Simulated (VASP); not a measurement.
A run of VASP 6.6.1 is set up as follows.

The input INCAR:

```
SYSTEM = Y2Be
  ALGO = Normal
  EDIFF = 1E-6
  ENCUT = 520
  GGA = PE
  ISIF = 2
  ISMEAR = 0
  LASPH = .TRUE.
  LCHARG = .FALSE.
  LREAL = .FALSE.
  LWAVE = .FALSE.
  NBANDS = 33
  NELM = 80
  PREC = Accurate
  SIGMA = 0.1
```

File KPOINTS:

```
k-points
0
G
  4 4 4
  0 0 0
```

The input POSCAR:

```
Y2Be
1.0
    0.0000000000      3.9481502045      3.9481502045
    3.9481502045      0.0000000000      3.9481502045
    3.9481502045      3.9481502045      0.0000000000
Y Be
4 2
Direct
    0.6250000000      0.6250000000      0.6250000000
    0.1250000000      0.6250000000      0.6250000000
    0.6250000000      0.6250000000      0.1250000000
    0.6250000000      0.1250000000      0.6250000000
    0.0000000000      0.0000000000      0.0000000000
    0.2500000000      0.2500000000      0.2500000000
```

Potentials or basis: VASP PAW PBE potentials, release 64 (Y_sv, Be).

Run with:

```sh
$ cat potpaw_PBE.64/Y_sv/POTCAR potpaw_PBE.64/Be/POTCAR > POTCAR
$ mpirun -np 1 vasp_std > vasp.out
```

Estimate the pressure.

15.4 GPa.

What does it give for the band gap on the k mesh?

Zero (band 24 reaches 4.27 eV, above the bottom of band 25 at 3.76 eV).
